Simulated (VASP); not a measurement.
Set up this calculation in VASP 6.6.1, as the native input.

```yaml
Task: single point
Functional: r2SCAN
Potentials_or_basis: VASP PAW PBE potentials, release 64 (Ir_sv_GW)
Cutoff: 620 eV
k_mesh: 18 × 18 × 18
Occupations: gaussian, width 0.05 eV
Spin: no spin polarisation
Dipole_correction: no
Further_INCAR_settings: ALGO = Normal; EDIFF = 1e-06; NBANDS = 14
```

Crystal: Ir.

```xyz
1
Lattice="0.0000 1.8993 1.8993 1.8993 0.0000 1.8993 1.8993 1.8993 0.0000" Properties=species:S:1:pos:R:3 pbc="T T T"
Ir    0.0000    0.0000    0.0000
```

One way to write it, as run:

POSCAR

```
Ir
1.0
    0.0000000000      1.8992957852      1.8992957852
    1.8992957852      0.0000000000      1.8992957852
    1.8992957852      1.8992957852      0.0000000000
Ir
1
Direct
    0.0000000000      0.0000000000      0.0000000000
```

INCAR.step1

```
PREC = Accurate
ENCUT = 620
ISMEAR = 0
SIGMA = 0.05
LREAL = False
LASPH = True
NELM = 120
NBANDS = 14
GGA = PE
ALGO = Normal
EDIFF = 1E-5
LWAVE = True
LCHARG = False
GGA_COMPAT = False
```

INCAR.step2

```
PREC = Accurate
ENCUT = 620
EDIFF = 1E-6
ISMEAR = 0
SIGMA = 0.05
LREAL = False
LASPH = True
NELM = 120
ALGO = Normal
ISIF = 2
LWAVE = False
LCHARG = True
METAGGA = R2SCAN
LMIXTAU = True
LELF = True
LVHAR = True
NBANDS = 14
ISTART = 1
GGA_COMPAT = False
```

KPOINTS

```
Automatic mesh
0
Gamma
  18 18 18
```

Potentials or basis: VASP PAW PBE potentials, release 64 (Ir_sv_GW).

Command:

```bash
$ cat potpaw_PBE.64/Ir_sv_GW/POTCAR > POTCAR
$ cp INCAR.step1 INCAR
$ mpirun -np 1 vasp_std > vasp.out
$ cp INCAR.step2 INCAR
$ mpirun -np 1 vasp_std > vasp.out
```

It gave:

The pressure is 13.8 GPa. The band gap on the k mesh is zero (an odd number of electrons rules out a gap without spin polarisation).

Caveat: the cell stands under pressure; the PAW data sets were made with another functional, which shifts forces and pressure a little; spin-orbit coupling is left out, which moves the levels of the heavy elements.

Run time: 84 s on 1 thread of Intel(R) Xeon(R) Platinum 8375C CPU @ 2.90GHz (Ice Lake) (shared host), peak memory 0.19 GiB.
